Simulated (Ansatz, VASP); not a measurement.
## SnSe2 in VASP and in Ansatz

```
CELL_PARAMETERS angstrom
5.26719 0.00000 0.00000
0.00000 5.26719 0.00000
0.00000 0.00000 6.04811
ATOMIC_POSITIONS crystal
Sn 0.00000 0.00000 0.50000
Se 0.50000 0.00000 0.50000
Se 0.00000 0.50000 0.50000
```

Alike in both runs: functional PBE; k mesh 10 × 10 × 10; occupations gaussian, width 0.1 eV; no spin polarisation.

Ansatz relaxed the structure, and its values are those at the end. VASP's run is a single point on that final structure, the one shown.

|  | VASP | Ansatz |
| --- | --- | --- |
| version | VASP 6.6.1 | Ansatz 0.2.0 |
| potentials or method | VASP PAW PBE potentials, release 64 (Sn_d, Se), cutoff 520 eV | scalar-relativistic, plane waves, PAW |
| valence electrons in the cell | 26 | 46 |

|  | VASP | Ansatz | Ansatz less VASP |
| --- | --- | --- | --- |
| gap on the k mesh at the Fermi level (eV) | none | none | - |
| pressure (GPa) | 0.0 | 0.0 | +0.02 |

A gap of «none» marks a metal or a gap that the smearing closes. The functional is the same, so the differences come from potentials, cutoffs and numerics. VASP's potentials hold 26 valence electrons a cell and Ansatz's 46, so a difference there can come from the potentials and not from the codes. Ansatz's warnings: xc potential rough in thin density.
